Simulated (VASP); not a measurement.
# BaTiO3 (P4mm) in VASP: electric field gradients with PBE

Aim: the electric field gradients of BaTiO3 with PBE.

All numbers are computed with VASP 6.6.1; they aren't measurements. Logs are shortened: lines on timing, memory, paths and dates and some standing lists are left out, and cuts for length are marked.

**1. The cell of the first run**

Symmetry: P4mm, No. 99, tetragonal system. The conventional cell has a = 3.985 Å, b = 3.985 Å, c = 4.202 Å, α = 90.00°, β = 90.00°, γ = 90.00°. Within 3.7 Å of Ba (site symmetry 4mm) lie 12 O at 2.80 to 2.99 Å and 8 Ti at 3.47 to 3.56 Å. Within 2.4 Å of Ti (site symmetry 4mm) lie 6 O at 1.81 to 2.39 Å. Within 2.4 Å of O (site symmetry 4mm) lie 2 Ti at 1.81 to 2.39 Å. Within 2.7 Å of O (site symmetry 2mm) lie 2 Ti at 2.00 Å.

**2. Electric field gradients, PBE**

File INCAR:

```
PREC = Accurate ; ENCUT = 520
EDIFF = 1E-8 ; ISMEAR = 0
SIGMA = 0.05 ; LREAL = F
LASPH = T ; NELM = 100
ALGO = Normal ; ISIF = 2
LWAVE = F ; LCHARG = F
GGA = PE ; LEFG = T
NBANDS = 28
```

File KPOINTS:

```
Automatic mesh
0
Gamma
  6 6 6
```

File POSCAR:

```
BaTiO3
1.0
    3.9852772057      0.0000000000      0.0000000000
    0.0000000000      3.9852772057      0.0000000000
    0.0000000000      0.0000000000      4.2019547584
Ba Ti O
1 1 3
Direct
    0.0000000000      0.0000000000     -0.0106714820
    0.5000000000      0.5000000000      0.4720898641
    0.5000000000      0.5000000000      0.0408513749
    0.5000000000      0.0000000000      0.5203651216
    0.0000000000      0.5000000000      0.5203651216
```

Potentials or basis: VASP PAW PBE potentials, release 64 (Ba_sv, Ti_sv, O).

On the command line:

```console
cat potpaw_PBE.64/Ba_sv/POTCAR potpaw_PBE.64/Ti_sv/POTCAR potpaw_PBE.64/O/POTCAR > POTCAR
mpirun -np 1 vasp_std > vasp.out
```

OUTCAR:

```text
PREC = Accurate
   ENCUT = 520
   EDIFF = 1E-8
   ISMEAR = 0
   LREAL = F
   LASPH = T
   NELM = 100
   ISIF = 2
   GGA = PE

 ion  position               nearest neighbor table
   1  0.000  0.000  0.989-   4 2.80   5 2.80   5 2.80   4 2.80   3 2.83   3 2.83   3 2.83   3 2.83
                             4 2.99   5 2.99   5 2.99   4 2.99   2 3.47   2 3.47   2 3.47   2 3.47
   2  0.500  0.500  0.472-   3 1.81   4 2.00   5 2.00   4 2.00   5 2.00   3 2.39   1 3.47   1 3.47
                             1 3.47   1 3.47   1 3.56   1 3.56   1 3.56   1 3.56
   3  0.500  0.500  0.041-   2 1.81   2 2.39   1 2.83   1 2.83   1 2.83   1 2.83
   4  0.500  0.000  0.520-   2 2.00   2 2.00   1 2.80   1 2.80   1 2.99   1 2.99
   5  0.000  0.500  0.520-   2 2.00   2 2.00   1 2.80   1 2.80   1 2.99   1 2.99

  LATTYP: Found a simple tetragonal cell.
 ALAT       =     3.9852772057
 C/A-ratio  =     1.0543695059

  Lattice vectors:

 A1 = (   3.9852772057,   0.0000000000,   0.0000000000)
 A2 = (   0.0000000000,   3.9852772057,   0.0000000000)
 A3 = (   0.0000000000,   0.0000000000,   4.2019547584)

Analysis of symmetry for initial positions (statically):
=====================================================================
 Subroutine PRICEL returns:
 Original cell was already a primitive cell.

 Routine SETGRP: Setting up the symmetry group for a
 simple tetragonal supercell.

 Subroutine GETGRP returns: Found  8 space group operations
 (whereof  8 operations were pure point group operations)
 out of a pool of 16 trial point group operations.

The static configuration has the point symmetry C_4v.

Analysis of symmetry for dynamics (positions and initial velocities):
=====================================================================
 Subroutine PRICEL returns:
 Original cell was already a primitive cell.

 Routine SETGRP: Setting up the symmetry group for a
 simple tetragonal supercell.

 Subroutine GETGRP returns: Found  8 space group operations
 (whereof  8 operations were pure point group operations)
 out of a pool of 16 trial point group operations.

The dynamic configuration has the point symmetry C_4v.

 Subroutine INISYM returns: Found  8 space group operations
 (whereof  8 operations are pure point group operations),
 and found     1 'primitive' translations

----------------------------------------------------------------------------------------

                                     Primitive cell

  volume of cell :      66.7373

  direct lattice vectors                    reciprocal lattice vectors
     3.985277206  0.000000000  0.000000000     0.250923574  0.000000000  0.000000000
     0.000000000  3.985277206  0.000000000     0.000000000  0.250923574  0.000000000
     0.000000000  0.000000000  4.201954758     0.000000000  0.000000000  0.237984476

  length of vectors
     3.985277206  3.985277206  4.201954758     0.250923574  0.250923574  0.237984476

  position of ions in fractional coordinates (direct lattice)
     0.000000000  0.000000000  0.989328518
     0.500000000  0.500000000  0.472089864
     0.500000000  0.500000000  0.040851375
     0.500000000  0.000000000  0.520365122
     0.000000000  0.500000000  0.520365122

  ion indices of the primitive-cell ions
   primitive index   ion index
                 1           1
                 2           2
                 3           3
                 4           4
                 5           5

----------------------------------------------------------------------------------------

 KPOINTS: Automatic mesh

Automatic generation of k-mesh.
 Grid dimensions read from file:
 generate k-points for:    6    6    6

 Generating k-lattice:

  Cartesian coordinates                     Fractional coordinates (reciprocal lattice)
     0.041820596  0.000000000  0.000000000     0.166666667  0.000000000  0.000000000
     0.000000000  0.041820596  0.000000000     0.000000000  0.166666667  0.000000000
     0.000000000  0.000000000  0.039664079     0.000000000  0.000000000  0.166666667

  Length of vectors
     0.041820596  0.041820596  0.039664079

  Shift w.r.t. Gamma in fractional coordinates (k-lattice)
     0.000000000  0.000000000  0.000000000

 Subroutine IBZKPT returns following result:
 ===========================================

 Found     40 irreducible k-points:

 Following reciprocal coordinates:
            Coordinates               Weight
  0.000000  0.000000  0.000000      1.000000
  0.166667  0.000000  0.000000      4.000000
  0.333333  0.000000  0.000000      4.000000
  0.500000  0.000000  0.000000      2.000000
  0.166667  0.166667  0.000000      4.000000
  0.333333  0.166667  0.000000      8.000000
[... 16 lines left out ...]
  0.333333  0.000000  0.333333      8.000000
  0.500000  0.000000  0.333333      4.000000
 [... further k-points ...]
   k-points           NKPTS =     40   k-points in BZ     NKDIM =     40   number of bands    NBANDS=     28
   number of dos      NEDOS =    301   number of ions     NIONS =      5
   total plane-waves  NPLWV =  28800
   dimension x,y,z NGX =    30 NGY =   30 NGZ =   32
   dimension x,y,z NGXF=    60 NGYF=   60 NGZF=   64
   ions per type =               1   1   3
   NGX,Y,Z   is equivalent  to a cutoff of  12.51, 12.51, 12.66 a.u.
   NGXF,Y,Z  is equivalent  to a cutoff of  25.03, 25.03, 25.32 a.u.
 SYSTEM =  unknown system
   PREC   = accura    normal or accurate (medium, high low for compatibility)
   ISTART =      0    job   : 0-new  1-cont  2-samecut
   ICHARG =      2    charge: 1-file 2-atom 10-const
   ISPIN  =      1    spin polarized calculation?
   LNONCOLLINEAR =      F non collinear calculations
   LSORBIT =      F    spin-orbit coupling
   LASPH  =      T    aspherical Exc in radial PAW
   ENCUT  =  520.0 eV  38.22 Ry    6.18 a.u.   7.41  7.41  7.81*2*pi/ulx,y,z
   NELM   =    100;   NELMIN=  2; NELMDL= -5     # of ELM steps
   EDIFF  = 0.1E-07   stopping-criterion for ELM
   LREAL  =      F    real-space projection
   EDIFFG = 0.1E-06   stopping-criterion for IOM
   NSW    =      0    number of steps for IOM
   IBRION =     -1    ionic relax: 0-MD 1-quasi-New 2-CG
   NFREE  =      0    steps in history (QN), initial steepest desc. (CG)
   ISIF   =      2    stress and relaxation
   ISYM   =      2    0-nonsym 1-usesym 2-fastsym
   POTIM  = 0.5000    time-step for ionic-motion
   TEBEG  =    0.0;   TEEND  =   0.0 temperature during run
   PSTRESS=    0.0 pullay stress
   NELECT =      40.0000    total number of electrons
   NUPDOWN=      -1.0000    fix difference up-down
   EMIN   =  10.00;   EMAX   =-10.00  energy-range for DOS
   EFERMI =   0.00;   METHOD = LEGACY
   ISMEAR =     0;   SIGMA  =   0.05  broadening in eV -4-tet -1-fermi 0-gaus
   EFERMI_NEDOS =   21; number of points for ismear=-14 and -15
   IALGO  =     38    algorithm
   IMIX   =      4    mixing-type and parameters
     AMIX     =   0.40;   BMIX     =  1.00
     AMIX_MAG =   1.60;   BMIX_MAG =  1.00
  volume/ion in A,a.u.               =      13.35        90.07
  Fermi-wavevector in a.u.,A,eV,Ry     =   1.380295  2.608380 25.922026  1.905215
  Thomas-Fermi vector in A             =   2.505186
   LORBIT       =      0    0 simple, 1 ext, 2 COOP (PROOUT), +10 PAW based schemes
   GGA     = PE    functional components
   LHFCALC =     F    Hartree Fock is set to
   AEXX    =    0.0000 exact exchange contribution
   IVDW    =     0    specifies the selected vdW correction
   LEPSILON=     F    determine dielectric tensor
   LRPA    =     F    only Hartree local field effects (RPA)
 non-spin polarized calculation
 Gauss-broadening in eV      SIGMA  =   0.05
  energy-cutoff  :      520.00
  volume of cell :       66.74
 maximum number of plane-waves:      1832
 NGX is ok and might be reduce to    30
   NGX = 15   NGY = 15   NGZ = 15

 number of electron      39.9999983 magnetization

 Free energy of the ion-electron system (eV)
  ---------------------------------------------------
  ext. energy  EPLUGINS =         0.00000000
  ---------------------------------------------------
  free energy    TOTEN  =       -40.04032685 eV

  energy without entropy =      -40.04032685  energy(sigma->0) =      -40.04032685

 E-fermi :   4.0491     XC(G=0): -11.0229

 val. band max:        3.7466062679   @ k =   0.5000   0.5000   0.5000
 cond. band min:       5.5352191320   @ k =   0.0000   0.0000   0.0000
 fundamental gap:      1.7886128641
 Fermi energy:         4.0491203998

 k-point     1 :       0.0000    0.0000    0.0000
  band No.  band energies     occupation
      1     -52.9046      2.00000
      2     -29.2409      2.00000
      3     -29.1019      2.00000
      4     -29.1019      2.00000
      5     -21.4450      2.00000
      6     -13.2703      2.00000
[... 20 lines left out ...]
     27       8.8221      0.00000
     28      10.4006      0.00000

 k-point     2 :       0.1667    0.0000    0.0000
  band No.  band energies     occupation
      1     -52.9044      2.00000
      2     -29.2404      2.00000
      3     -29.1154      2.00000
      4     -29.1014      2.00000
      5     -21.4181      2.00000
      6     -13.2842      2.00000
[... 20 lines left out ...]
     27       9.3141      0.00000
     28      11.0519      0.00000

 k-point     3 :       0.3333    0.0000    0.0000
  band No.  band energies     occupation
      1     -52.9038      2.00000
      2     -29.2392      2.00000
      3     -29.1421      2.00000
      4     -29.1004      2.00000
      5     -21.3634      2.00000
      6     -13.3864      2.00000
[... 20 lines left out ...]
     27      10.3794      0.00000
     28      11.6195      0.00000

 k-point     4 :       0.5000    0.0000    0.0000
  band No.  band energies     occupation
      1     -52.9035      2.00000
      2     -29.2387      2.00000
      3     -29.1554      2.00000
      4     -29.0999      2.00000
      5     -21.3355      2.00000
      6     -13.4583      2.00000
[... 578 lines left out ...]
     27      10.6344      0.00000
     28      11.9621      0.00000

 k-point    23 :       0.3333    0.0000    0.3333
  band No.  band energies     occupation
      1     -52.9035      2.00000
      2     -29.2603      2.00000
      3     -29.1407      2.00000
      4     -29.0997      2.00000
      5     -21.3253      2.00000
      6     -13.1211      2.00000
[... 20 lines left out ...]
     27      11.4920      0.00000
     28      12.0128      0.00000

 k-point    24 :       0.5000    0.0000    0.3333
  band No.  band energies     occupation
      1     -52.9032      2.00000
      2     -29.2595      2.00000
      3     -29.1538      2.00000
      4     -29.0992      2.00000
      5     -21.3032      2.00000
      6     -13.1061      2.00000
[... 20 lines left out ...]
     27      11.3593      0.00000
     28      12.7459      0.00000

 [... further k-points ...]
[... 5 lines left out ...]
  --------------------------------------------------------------------------------------
  -------------------------------------------------------------------------------------
  Total        0.6501587      0.6501587      0.6715566      0.0000000      0.0000000      0.0000000
  in kB       15.6085127     15.6085127     16.1222175      0.0000000      0.0000000      0.0000000
  external PRESSURE =      15.7797476 kB  Pullay stress =       0.0000000 kB

 VOLUME and BASIS-vectors are now :
 -----------------------------------------------------------------------------
  energy-cutoff  :      520.00
  volume of cell :       66.74
      direct lattice vectors                 reciprocal lattice vectors
     3.985277206  0.000000000  0.000000000     0.250923574  0.000000000  0.000000000
     0.000000000  3.985277206  0.000000000     0.000000000  0.250923574  0.000000000
     0.000000000  0.000000000  4.201954758     0.000000000  0.000000000  0.237984476

 POSITION                                       TOTAL-FORCE (eV/Angst)
 -----------------------------------------------------------------------------------
      0.00000      0.00000      4.15711         0.000000     -0.000000      0.047927
      1.99264      1.99264      1.98370         0.000000      0.000000      0.081911
      1.99264      1.99264      0.17166         0.000000     -0.000000     -0.080357
      1.99264      0.00000      2.18655         0.000000     -0.000000     -0.024740
      0.00000      1.99264      2.18655        -0.000000     -0.000000     -0.024740
 -----------------------------------------------------------------------------------
    total drift:                                0.000000      0.000000      0.000139

  FREE ENERGIE OF THE ION-ELECTRON SYSTEM (eV)
  ---------------------------------------------------
  free  energy   TOTEN  =       -40.0403268536 eV

  energy  without entropy=      -40.0403268536  energy(sigma->0) =      -40.04032685

 Electric field gradients (V/A^2)
---------------------------------------------------------------------
 ion       V_xx      V_yy      V_zz      V_xy      V_xz      V_yz
---------------------------------------------------------------------
   1       4.033     4.033    -8.067     0.000     0.000    -0.000
   2     -10.383   -10.383    20.766    -0.000    -0.000     0.000
   3      -6.646    -6.646    13.292     0.000    -0.000    -0.000
   4     -18.648    26.932    -8.285     0.000    -0.000     0.000
   5      26.932   -18.648    -8.285    -0.000     0.000     0.000
---------------------------------------------------------------------

 Electric field gradients after diagonalization (V/A^2)
 (convention: |V_zz| > |V_xx| > |V_yy|)
----------------------------------------------------------------------
 ion       V_xx      V_yy      V_zz     asymmetry (V_yy - V_xx)/ V_zz
----------------------------------------------------------------------
   1       4.033     4.033    -8.067       0.000
   2     -10.383   -10.383    20.766       0.000
   3      -6.646    -6.646    13.292       0.000
   4     -18.648    -8.285    26.932       0.385
   5     -18.648    -8.285    26.932       0.385
----------------------------------------------------------------------

           NMR quadrupolar parameters

 Cq : quadrupolar parameter    Cq=e*Q*V_zz/h
 eta: asymmetry parameters     (V_yy - V_xx)/ V_zz
 Q  : nuclear electric quadrupole moment in mb (millibarn)
----------------------------------------------------------------------
 ion       Cq(MHz)       eta       Q (mb)
----------------------------------------------------------------------
   1      -0.020       0.000       1.000
   2       0.050       0.000       1.000
   3       0.032       0.000       1.000
   4       0.065       0.385       1.000
   5       0.065       0.385       1.000
----------------------------------------------------------------------
```

Wall time 40 s (1 thread of Intel Xeon 6975P-C (Granite Rapids), shared host); peak memory 0.22 GiB.

Results:

- Free energy: -40.0403 eV
- Pressure: 1.6 GPa
- Largest force: 0.082 eV/Å
- Band gap on the k mesh: 1.79 eV, indirect (least direct gap 2.36 eV)

Forces in eV/Å, atoms in the order of the input:
```
Ba   0.000  0.000  0.048
Ti   0.000  0.000  0.082
O    0.000  0.000 -0.080
O    0.000  0.000 -0.025
O    0.000  0.000 -0.025
```

Levels at points of the mesh, in eV from the valence-band top:
| k point | band 17 | band 18 | band 19 | band 20 | band 21 | band 22 | band 23 | band 24 |
| --- | --- | --- | --- | --- | --- | --- | --- | --- |
| (0.00, 0.00, 0.00) | -1.33 | -0.94 | -0.57 | -0.57 | 1.79 | 2.44 | 2.44 | 4.00 |
| (0.50, 0.00, 0.00) | -1.97 | -1.72 | -1.59 | -1.35 | 2.51 | 3.42 | 3.52 | 4.08 |
| (0.50, 0.50, 0.00) | -2.04 | -1.17 | -1.17 | -0.06 | 3.56 | 3.56 | 3.90 | 4.08 |
| (0.00, 0.00, 0.50) | -2.07 | -2.00 | -0.74 | -0.74 | 1.91 | 3.43 | 3.43 | 4.01 |
| (0.50, 0.00, 0.50) | -1.86 | -1.18 | -1.09 | -0.53 | 3.44 | 3.47 | 3.70 | 4.77 |
| (0.50, 0.50, 0.50) | -2.64 | -0.46 | -0.46 | 0.00 | 3.95 | 3.95 | 4.06 | 5.93 |

Electric field gradients, principal values (V/Å²):
```
atom    least   middle  greatest (by size)
1 Ba    4.033    4.033              -8.067
2 Ti  -10.383  -10.383              20.766
 3 O   -6.646   -6.646              13.292
 4 O   -8.285  -18.648              26.932
 5 O   -8.285  -18.648              26.932
```

Caveat: without QUAD_EFG the Cq values of the log hold for a quadrupole moment of 1 mb, not for the nuclei; spin-orbit coupling is left out, which moves the levels of the heavy elements.
